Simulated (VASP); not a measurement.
A run of VASP 6.6.1 is set up as follows.

File INCAR:

```
  ALGO = Normal
  EDIFF = 1E-6
  ENCUT = 600
  GGA = CA
  GGA_COMPAT = False
  ISIF = 2
  ISMEAR = 0
  LASPH = True
  LCHARG = True
  LELF = True
  LMAXMIX = 6
  LREAL = False
  LVHAR = True
  LWAVE = False
  NBANDS = 33
  NELM = 200
  PREC = Accurate
  SIGMA = 0.01
```

The input KPOINTS:

```
k-points
0
Gamma
  8 8 6
```

The input POSCAR:

```
LaOF
1.0
    4.0910000000      0.0000000000      0.0000000000
    0.0000000000      4.0910000000      0.0000000000
    0.0000000000      0.0000000000      5.8520000000
La O F
2 2 2
Direct
    1.0000000000      0.5000000000      0.7780000000
    0.5000000000      0.0000000000      0.2220000000
    1.0000000000      0.0000000000      0.5000000000
    0.5000000000      0.5000000000      0.5000000000
    1.0000000000      0.0000000000      0.0000000000
    0.5000000000      0.5000000000      0.0000000000
```

Potentials or basis: VASP PAW LDA potentials, release 64 (La, O, F).

Run with:

```bash
$ cat potpaw_LDA.64/La/POTCAR potpaw_LDA.64/O/POTCAR potpaw_LDA.64/F/POTCAR > POTCAR
$ mpirun -np 1 vasp_std > vasp.out
```

**Question.** What does it give for the band gap on the k mesh?

**Answer.** 1.72 eV (least direct gap 1.73 eV).

**Question.** Estimate the pressure.

**Answer.** -8.7 GPa.

**Question.** What does it give for the largest force?

**Answer.** 7.893 eV/Å.

Stress tensor (GPa, compression positive):
```
 -3.13   0.00   0.00
  0.00  -3.13   0.00
  0.00   0.00 -19.96
```

Caveat: the cell stands under tension; spin-orbit coupling is left out, which moves the levels of the heavy elements; forces of over 1 eV/Å act on the atoms, so gaps and moduli don't describe the material at rest. A k mesh can miss the band edges.
